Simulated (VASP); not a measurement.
# SnSe2 (P-3m1) in VASP: single point with PBEsol

Aim: the single point of SnSe2 with PBEsol.

Program: VASP 6.6.1. These are calculated values, not measurements. Logs are shortened: lines on timing, memory, paths and dates and some standing lists are left out, and cuts for length are marked.

## 1. The cell of the first run

It takes space group P-3m1 (No. 164, trigonal). Conventional cell: a = 3.819 Å, b = 3.819 Å, c = 6.139 Å, α = 90.00°, β = 90.00°, γ = 120.00°. Within 3.6 Å of Sn (site symmetry -3m) lie 6 Se at 2.72 Å. Within 3.9 Å of Se (site symmetry 3m) lie 3 Sn at 2.72 Å and 12 Se at 3.70 to 3.86 Å.

## 2. Single point, PBEsol

File INCAR:

```
  ALGO = Normal
  EDIFF = 1E-7
  ENCUT = 520
  GGA = PS
  ISIF = 2
  ISMEAR = -1
  LASPH = True
  LCHARG = True
  LELF = True
  LREAL = False
  LVHAR = True
  LWAVE = False
  NBANDS = 20
  NELM = 60
  PREC = Accurate
  SIGMA = 0.1
```

File KPOINTS:

```
k-points
0
Gamma
  12 12 6
```

File POSCAR:

```
SnSe2
1.0
    3.8189419533      0.0000000000      0.0000000000
   -1.9094709767      3.3073007471      0.0000000000
    0.0000000000      0.0000000000      6.1394653772
Sn Se
1 2
Direct
    0.0000000000      0.0000000000      0.0000000000
    0.3333333333      0.6666666667      0.2584674329
    0.6666666667      0.3333333333      0.7415325671
```

Potentials or basis: VASP PAW PBE potentials, release 64 (Sn_d, Se).

On the command line:

```sh
cat potpaw_PBE.64/Sn_d/POTCAR potpaw_PBE.64/Se/POTCAR > POTCAR
mpirun -np 1 vasp_std > vasp.out
```

OUTCAR:

```text
EDIFF = 1E-7
   ENCUT = 520
   GGA = PS
   ISIF = 2
   ISMEAR = -1
   LASPH = True
   LREAL = False
   NELM = 60
   PREC = Accurate

 ion  position               nearest neighbor table
   1  0.000  0.000  0.000-   2 2.72   3 2.72   2 2.72   3 2.72   3 2.72   2 2.72
   2  0.333  0.667  0.258-   1 2.72   1 2.72   1 2.72
   3  0.667  0.333  0.742-   1 2.72   1 2.72   1 2.72

  LATTYP: Found a hexagonal cell.
 ALAT       =     3.8189419533
 C/A-ratio  =     1.6076351650

  Lattice vectors:

 A1 = (   3.8189419533,   0.0000000000,   0.0000000000)
 A2 = (  -1.9094709767,   3.3073007471,   0.0000000000)
 A3 = (   0.0000000000,   0.0000000000,   6.1394653772)

Analysis of symmetry for initial positions (statically):
=====================================================================
 Subroutine PRICEL returns:
 Original cell was already a primitive cell.

 Routine SETGRP: Setting up the symmetry group for a
 hexagonal supercell.

 Subroutine GETGRP returns: Found 12 space group operations
 (whereof 12 operations were pure point group operations)
 out of a pool of 24 trial point group operations.

The static configuration has the point symmetry D_3d.

Analysis of symmetry for dynamics (positions and initial velocities):
=====================================================================
 Subroutine PRICEL returns:
 Original cell was already a primitive cell.

 Routine SETGRP: Setting up the symmetry group for a
 hexagonal supercell.

 Subroutine GETGRP returns: Found 12 space group operations
 (whereof 12 operations were pure point group operations)
 out of a pool of 24 trial point group operations.

The dynamic configuration has the point symmetry D_3d.

 Subroutine INISYM returns: Found 12 space group operations
 (whereof 12 operations are pure point group operations),
 and found     1 'primitive' translations

----------------------------------------------------------------------------------------

                                     Primitive cell

  volume of cell :      77.5438

  direct lattice vectors                    reciprocal lattice vectors
     3.818941953  0.000000000  0.000000000     0.261852631  0.151180687  0.000000000
    -1.909470977  3.307300747  0.000000000     0.000000000  0.302361375  0.000000000
     0.000000000  0.000000000  6.139465377     0.000000000  0.000000000  0.162880632

  length of vectors
     3.818941953  3.818941953  6.139465377     0.302361375  0.302361375  0.162880632

  position of ions in fractional coordinates (direct lattice)
     0.000000000  0.000000000  0.000000000
[... 79 lines left out ...]
   NELM   =     60;   NELMIN=  2; NELMDL= -5     # of ELM steps
   EDIFF  = 0.1E-06   stopping-criterion for ELM
   LREAL  =      F    real-space projection
   EDIFFG = 0.1E-05   stopping-criterion for IOM
   NSW    =      0    number of steps for IOM
   IBRION =     -1    ionic relax: 0-MD 1-quasi-New 2-CG
   NFREE  =      0    steps in history (QN), initial steepest desc. (CG)
   ISIF   =      2    stress and relaxation
   ISYM   =      2    0-nonsym 1-usesym 2-fastsym
   POTIM  = 0.5000    time-step for ionic-motion
   TEBEG  =    0.0;   TEEND  =   0.0 temperature during run
   PSTRESS=    0.0 pullay stress
   NELECT =      26.0000    total number of electrons
   NUPDOWN=      -1.0000    fix difference up-down
   EMIN   =  10.00;   EMAX   =-10.00  energy-range for DOS
   EFERMI =   0.00;   METHOD = LEGACY
   ISMEAR =    -1;   SIGMA  =   0.10  broadening in eV -4-tet -1-fermi 0-gaus
   EFERMI_NEDOS =   21; number of points for ismear=-14 and -15
   IALGO  =     38    algorithm
   IMIX   =      4    mixing-type and parameters
     AMIX     =   0.40;   BMIX     =  1.00
     AMIX_MAG =   1.60;   BMIX_MAG =  1.00
  volume/ion in A,a.u.               =      25.85       174.43
  Fermi-wavevector in a.u.,A,eV,Ry     =   1.137322  2.149227 17.599160  1.293502
  Thomas-Fermi vector in A             =   2.274027
   LORBIT       =      0    0 simple, 1 ext, 2 COOP (PROOUT), +10 PAW based schemes
   GGA     = PS    functional components
   LHFCALC =     F    Hartree Fock is set to
   AEXX    =    0.0000 exact exchange contribution
   IVDW    =     0    specifies the selected vdW correction
   LEPSILON=     F    determine dielectric tensor
   LRPA    =     F    only Hartree local field effects (RPA)
 non-spin polarized calculation
  energy-cutoff  :      520.00
  volume of cell :       77.54
 maximum number of plane-waves:      2112
   NGX = 15   NGY = 15   NGZ = 23

 number of electron      26.0000007 magnetization

 Free energy of the ion-electron system (eV)
  ---------------------------------------------------
  ext. energy  EPLUGINS =         0.00000000
  ---------------------------------------------------
  free energy    TOTEN  =       -12.98501217 eV

  energy without entropy =      -12.97977633  energy(sigma->0) =      -12.98239425

 E-fermi :   4.3918     XC(G=0):  -9.6657

 val. band max:        4.0839425212   @ k =   0.0833   0.0833   0.0000
 cond. band min:       4.5535386250   @ k =   0.0000   0.4167   0.3333
 fundamental gap:      0.4695961038
 Fermi energy:         4.3917828077

 k-point     1 :       0.0000    0.0000    0.0000
  band No.  band energies     occupation
      1     -17.1097      2.00000
      2     -17.1097      2.00000
      3     -17.0723      2.00000
      4     -17.0598      2.00000
      5     -17.0598      2.00000
      6      -9.8172      2.00000
[... 541 lines left out ...]
     19      11.8846      0.00000
     20      12.9202      0.00000

 [... further k-points ...]

------------------------ aborting loop because EDIFF is reached ----------------------------------------

  FORCE on cell =-STRESS in cart. coord.  units (eV):
  Direction    XX          YY          ZZ          XY          YZ          ZX
  --------------------------------------------------------------------------------------
  -------------------------------------------------------------------------------------
  Total        0.0417088      0.0417088      0.0616698     -0.0000000      0.0000000      0.0000000
  in kB        0.8617688      0.8617688      1.2741948     -0.0000000      0.0000000      0.0000000
  external PRESSURE =       0.9992441 kB  Pullay stress =       0.0000000 kB

 VOLUME and BASIS-vectors are now :
 -----------------------------------------------------------------------------
  energy-cutoff  :      520.00
  volume of cell :       77.54
      direct lattice vectors                 reciprocal lattice vectors
     3.818941953  0.000000000  0.000000000     0.261852631  0.151180687  0.000000000
    -1.909470977  3.307300747  0.000000000     0.000000000  0.302361375  0.000000000
     0.000000000  0.000000000  6.139465377     0.000000000  0.000000000  0.162880632

 POSITION                                       TOTAL-FORCE (eV/Angst)
 -----------------------------------------------------------------------------------
      0.00000      0.00000      0.00000         0.000000      0.000000      0.000000
     -0.00000      2.20487      1.58685         0.000000     -0.000000      0.020755
      1.90947      1.10243      4.55261        -0.000000      0.000000     -0.020755
 -----------------------------------------------------------------------------------
    total drift:                               -0.000000     -0.000000      0.000000

  FREE ENERGIE OF THE ION-ELECTRON SYSTEM (eV)
  ---------------------------------------------------
  free  energy   TOTEN  =       -12.9850121691 eV

  energy  without entropy=      -12.9797763338  energy(sigma->0) =      -12.98239425
```

OSZICAR:

```text
N       E                     dE             d eps       ncg     rms          rms(c)
DAV:   1     0.204247750494E+03    0.20425E+03   -0.12155E+04  4060   0.147E+03
DAV:   2     0.101818849744E+02   -0.19407E+03   -0.18659E+03  4284   0.383E+02
DAV:   3    -0.124599398187E+02   -0.22642E+02   -0.22179E+02  4960   0.114E+02
DAV:   4    -0.132287570437E+02   -0.76882E+00   -0.76762E+00  4736   0.219E+01
DAV:   5    -0.132472113006E+02   -0.18454E-01   -0.18453E-01  5560   0.357E+00    0.493E+00
DAV:   6    -0.130120169617E+02    0.23519E+00   -0.45716E-01  5924   0.747E+00    0.312E+00
DAV:   7    -0.129868827767E+02    0.25134E-01   -0.13412E-01  4828   0.249E+00    0.905E-01
DAV:   8    -0.129849686273E+02    0.19141E-02   -0.10586E-02  5220   0.963E-01    0.255E-01
DAV:   9    -0.129850003987E+02   -0.31771E-04   -0.11331E-03  4596   0.248E-01    0.742E-02
DAV:  10    -0.129850003147E+02    0.84005E-07   -0.93008E-05  4948   0.617E-02    0.279E-02
DAV:  11    -0.129850117273E+02   -0.11413E-04   -0.19677E-05  4520   0.249E-02    0.557E-03
DAV:  12    -0.129850118860E+02   -0.15873E-06   -0.11995E-06  5380   0.796E-03    0.452E-03
DAV:  13    -0.129850121430E+02   -0.25705E-06   -0.79954E-07  4488   0.560E-03    0.181E-03
DAV:  14    -0.129850121691E+02   -0.26063E-07   -0.30116E-08  3088   0.104E-03
   1 F= -.12985012E+02 E0= -.12982394E+02  d E =-.523584E-02
```

Run time: 3.8 min. Hardware: 1 thread of Intel Xeon 8259CL, shared host; peak memory 0.29 GiB.

What came out:

| Property | Result |
| --- | --- |
| Free energy | -12.9850 eV |
| Pressure | 0.1 GPa |
| Largest force | 0.021 eV/Å |
| Band gap on the k mesh | 0.47 eV (least direct gap 0.96 eV) |

Forces in eV/Å, atoms in the order of the input:
```
Sn   0.000  0.000  0.000
Se   0.000  0.000  0.021
Se   0.000  0.000 -0.021
```

Levels at points of the mesh, in eV from the valence-band top:
```
           k point  band 11  band 12  band 13  band 14  band 15  band 16
(0.00, 0.00, 0.00)    -0.38    -0.38    -0.14     0.83     2.93     4.55
(0.50, 0.00, 0.00)    -2.56    -1.49    -0.31     1.09     3.55     5.09
(0.00, 0.00, 0.50)    -0.74    -0.18    -0.18     2.42     2.82     4.24
(0.50, 0.00, 0.50)    -2.06    -0.97    -0.80     0.61     3.93     4.54
```

Caveat: the PAW data sets were made with another functional, which shifts forces and pressure a little; spin-orbit coupling is left out, which moves the levels of the heavy elements; this functional lacks dispersion, which binds the layers, so the pressure and a relaxed spacing across them are unreliable.
